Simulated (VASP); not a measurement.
Input of a VASP 6.6.1 run:

Contents of INCAR:

```
PREC = Accurate
ENCUT = 600
EDIFF = 1E-6
ISMEAR = 0
SIGMA = 0.1
LREAL = F
LASPH = T
NELM = 120
ALGO = Normal
ISIF = 2
LWAVE = F
LCHARG = F
GGA = PE
NBANDS = 22
GGA_COMPAT = F
```

File KPOINTS:

```
Automatic mesh
0
Gamma
  12 12 6
```

POSCAR

```
Be4ZnTe
1.0
    3.7714573132      0.0000000000      0.0000000000
   -1.8857286566      3.2661778425      0.0000000000
    0.0000000000      0.0000000000      7.1462306376
Be Zn Te
4 1 1
Direct
    0.0020036244      0.3338713921      0.5833883177
    0.3333333333      0.6666666667      0.8492454378
    0.6661286079      0.6681322323      0.5833883177
    0.3318677677      0.9979963756      0.5833883177
    0.6666666667      0.3333333333      0.2985703080
    0.0000000000      0.0000000000      0.0120193012
```

Potentials or basis: VASP PAW PBE potentials, release 64 (Be, Zn, Te).

The run is started by

```sh
$ cat potpaw_PBE.64/Be/POTCAR potpaw_PBE.64/Zn/POTCAR potpaw_PBE.64/Te/POTCAR > POTCAR
$ mpirun -np 1 vasp_std > vasp.out
```

**Question.** Predict the pressure.

**Answer.** 0.1 GPa.

**Question.** What does it give for the band gap on the k mesh?

**Answer.** Zero (bands 13 and 14 overlap by 2.43 eV).

Forces in eV/Å, atoms in the order of the input:
```
Be   0.002  0.000  0.002
Be   0.000  0.000 -0.010
Be  -0.001  0.002  0.002
Be  -0.001 -0.002  0.002
Zn   0.000  0.000 -0.008
Te   0.000  0.000  0.011
```

Caveat: spin-orbit coupling is left out, which moves the levels of the heavy elements.
